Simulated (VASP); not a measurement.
Al2SbP3:

```xyz
6
Lattice="2.9745 1.7173 4.7673 -2.9745 1.7173 4.7673 0.0000 -3.4346 4.7673" Properties=species:S:1:pos:R:3 pbc="T T T"
Al    0.0000    0.0000    8.9356
Al    0.0000    0.0000    5.3663
Sb    0.0000    0.0000    0.0000
P    -1.4872    0.8587    2.3836
P     1.4872    0.8587    2.3836
P     0.0000   -1.7173    2.3836
```

| Quantity | Value |
| --- | --- |
| Program | VASP 6.6.1 |
| Task | relaxation of cell and atoms |
| Functional | PBEsol |
| Potentials or basis | VASP PAW PBE potentials, release 64 (Al, Sb, P) |
| Cutoff | 600 eV |
| k mesh | 4 × 4 × 4 |
| Occupations | fermi-dirac, width 0.03 eV |
| Spin | no spin polarisation |

At the start: pressure -11.2 GPa; volume 24.35 Å³/atom.

Q: Where does the relaxation end?

A: Over 37 steps the energy falls by 382.1 meV/atom and the volume is 18.40 Å³/atom (-24.5 %); space group R-3m (No. 166, to 0.1 Å) before and after.

Step by step:
| step | energy change (eV) | largest force (eV/Å) | pressure (GPa) | volume (Å³) |
| --- | --- | --- | --- | --- |
| 1 | 0.0000 | 0.0295 | -11.21 | 146.11 |
| 2 | -1.8513 | 0.0825 | -2.70 | 112.85 |
| 3 | -1.9329 | 0.2345 | 0.49 | 107.00 |
| 4 | -1.9335 | 0.2499 | 1.00 | 106.30 |
| 5 | -1.9942 | 0.3177 | 1.20 | 106.57 |
| 6 | -1.9941 | 0.3648 | 1.17 | 106.63 |
| 7 | -1.9954 | 0.3383 | 1.19 | 106.60 |
| 8 | -2.0128 | 0.3326 | -0.45 | 108.85 |
| 9 | -2.0137 | 0.3350 | -0.86 | 109.49 |
| 10 | -2.0323 | 0.3356 | -0.83 | 109.47 |
| 11 | -2.0951 | 0.4443 | -0.81 | 109.41 |
| 12 | -2.1719 | 0.0612 | -0.26 | 109.29 |
| 13 | -2.1733 | 0.1121 | -0.47 | 109.32 |
| 14 | -2.1743 | 0.0514 | -0.39 | 109.31 |
| 15 | -2.1799 | 0.0211 | -0.34 | 109.27 |
| 16 | -2.1936 | 0.0818 | -0.15 | 109.17 |
| 17 | -2.2027 | 0.3475 | 0.29 | 108.96 |
| 18 | -2.2217 | 0.3125 | 0.24 | 109.00 |
| 19 | -2.2632 | 0.2015 | 0.16 | 109.09 |
| 20 | -2.2868 | 0.0198 | 0.38 | 109.21 |
| 21 | -2.2868 | 0.0263 | 0.39 | 109.21 |
| 22 | -2.2868 | 0.0389 | 0.44 | 109.22 |
| 23 | -2.2874 | 0.0399 | 0.26 | 109.47 |
| 24 | -2.2879 | 0.0415 | -0.05 | 109.94 |
| 25 | -2.2880 | 0.0392 | -0.05 | 109.96 |
| 26 | -2.2884 | 0.0326 | -0.06 | 110.02 |
| 27 | -2.2892 | 0.0185 | -0.07 | 110.14 |
| 28 | -2.2909 | 0.0122 | -0.10 | 110.38 |
| 29 | -2.2909 | 0.0819 | -0.22 | 110.86 |
| 30 | -2.2917 | 0.0419 | -0.15 | 110.59 |
| 31 | -2.2919 | 0.0398 | -0.12 | 110.58 |
| 32 | -2.2922 | 0.0336 | -0.07 | 110.54 |
| 33 | -2.2922 | 0.0303 | -0.06 | 110.52 |
| 34 | -2.2923 | 0.0207 | -0.02 | 110.44 |
| 35 | -2.2923 | 0.0018 | 0.06 | 110.29 |
| 36 | -2.2924 | 0.0085 | 0.04 | 110.34 |
| 37 | -2.2924 | 0.0026 | 0.01 | 110.38 |

Final structure:
```cif
data_structure
_symmetry_space_group_name_H-M 'P 1'
_symmetry_Int_Tables_number 1
_cell_length_a 5.7537
_cell_length_b 5.7537
_cell_length_c 5.7537
_cell_angle_alpha 52.316
_cell_angle_beta 52.316
_cell_angle_gamma 52.316
_cell_volume 110.38
loop_
_atom_site_label
_atom_site_type_symbol
_atom_site_fract_x
_atom_site_fract_y
_atom_site_fract_z
_atom_site_occupancy
Al1 Al 0.59251 0.59251 0.59251 1
Al2 Al 0.40749 0.40749 0.40749 1
Sb1 Sb 0.00000 0.00000 0.00000 1
P1 P 0.00000 0.50000 0.00000 1
P2 P 0.50000 0.00000 0.00000 1
P3 P 0.00000 0.00000 0.50000 1
```

Caveat: the volume moved by over 15 % at a fixed basis, so the end points are rough; the PAW data sets were made with another functional, which shifts forces and pressure a little.
